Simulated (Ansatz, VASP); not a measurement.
## Two plane-wave programs on Te

Contents of INCAR:

```
SYSTEM = Te
  PREC = Accurate
  ENCUT = 520
  EDIFF = 1E-6
  ISMEAR = -1
  SIGMA = 0.1
  LREAL = .False.
  LASPH = .True.
  NELM = 100
  ALGO = Normal
  ISIF = 2
  LWAVE = .False.
  LCHARG = .False.
  GGA = B5
  ALDAX = 1.0
  AGGAX = 1.0
  AGGAC = 1.0
  ALDAC = 0.0
  NBANDS = 9
```

The input KPOINTS:

```
regular mesh
0
Gamma
  12 12 12
  0 0 0
```

The input POSCAR:

```
Te
1.0
    0.0000000000      2.5858738506      2.5858738506
    2.5858738506      0.0000000000      2.5858738506
    2.5858738506      2.5858738506      0.0000000000
Te
1
Direct
    0.0000000000      0.0000000000      0.0000000000
```

Input for Ansatz:

```yaml
crystal:
  lattice:
    - [0.0, 2.5858738506, 2.5858738506]
    - [2.5858738506, 0.0, 2.5858738506]
    - [2.5858738506, 2.5858738506, 0.0]
  atoms:
    - { symbol: Te, position: [0.0, 0.0, 0.0] }
hamiltonian:
  xc: blyp
  pseudopotentials:
    kind: paw
    azcp:
      Te: "pseudopotentials/Te.paw.azcp"
basis:
  ecutwfc: 420
  fft_grid_basis: typed
kpoints:
  mp_grid: { grid: [12, 12, 12], shift: [0, 0, 0] }
magnetization:
  spin_polarized: false
scf:
  occupations: { method: fermi_dirac, width: 0.1 }
  lower_state_search: "off"
output:
  stress: true
```

Alike in both runs: task single point; functional BLYP; k mesh 12 × 12 × 12; occupations fermi-dirac, width 0.1 eV; no spin polarisation.

```csv
,VASP,Ansatz
version,VASP 6.6.1,Ansatz 0.2.0
potentials or method,"VASP PAW PBE potentials, release 64 (Te), cutoff 520 eV","plane waves (420 eV) with PAW, scalar-relativistic"
valence electrons in the cell,6,16
```

|  | VASP | Ansatz | Ansatz less VASP |
| --- | --- | --- | --- |
| pressure (GPa) | -2.3 | -2.3 | -0.05 |

VASP's potentials were made for PBE, not for BLYP. VASP's potentials hold 6 valence electrons a cell and Ansatz's 16, so a difference there can come from the potentials and not from the codes.

Spin-orbit coupling is off throughout.
